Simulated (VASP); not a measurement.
A run of VASP 6.6.1:

POSCAR

```
TiZn
1.0
    3.1214322855      0.0000000000      0.0000000000
    0.0000000000      3.1214322855      0.0000000000
    0.0000000000      0.0000000000      3.1214322855
Ti Zn
1 1
Direct
    0.5000000000      0.5000000000      0.5000000000
    0.0000000000      0.0000000000      0.0000000000
```

File INCAR.step1:

```
ALGO = Normal ; EDIFF = 1E-4
ENCUT = 520 ; GGA = PE
ISMEAR = 0 ; LASPH = True
LCHARG = False ; LREAL = False
LWAVE = True ; NBANDS = 19
NELM = 100 ; PREC = Accurate
SIGMA = 0.1
```

INCAR.step2

```
ALGO = Normal ; EDIFF = 1E-6
ENCUT = 520 ; ISIF = 2
ISMEAR = 0 ; ISTART = 1
LASPH = True ; LCHARG = False
LMIXTAU = True ; LREAL = False
LWAVE = False ; METAGGA = R2SCAN
NBANDS = 19 ; NELM = 100
PREC = Accurate ; SIGMA = 0.1
```

Contents of KPOINTS:

```
k-points
0
Gamma
  14 14 14
```

Potentials or basis: VASP PAW PBE potentials, release 64 (Ti_sv, Zn).

Launch:

```sh
$ cat potpaw_PBE.64/Ti_sv/POTCAR potpaw_PBE.64/Zn/POTCAR > POTCAR
$ cp INCAR.step1 INCAR
$ mpirun -np 1 vasp_std > vasp.out
$ cp INCAR.step2 INCAR
$ mpirun -np 1 vasp_std > vasp.out
```

Hardware: 1 thread of Intel(R) Xeon(R) 6975P-C (Granite Rapids), with other jobs on the host.

Question: Estimate the wall time of this run.

Answer: It took 59 s on 1 thread of Intel(R) Xeon(R) 6975P-C (Granite Rapids), on a shared host, peak memory 0.19 GiB. Counts: k points 120.
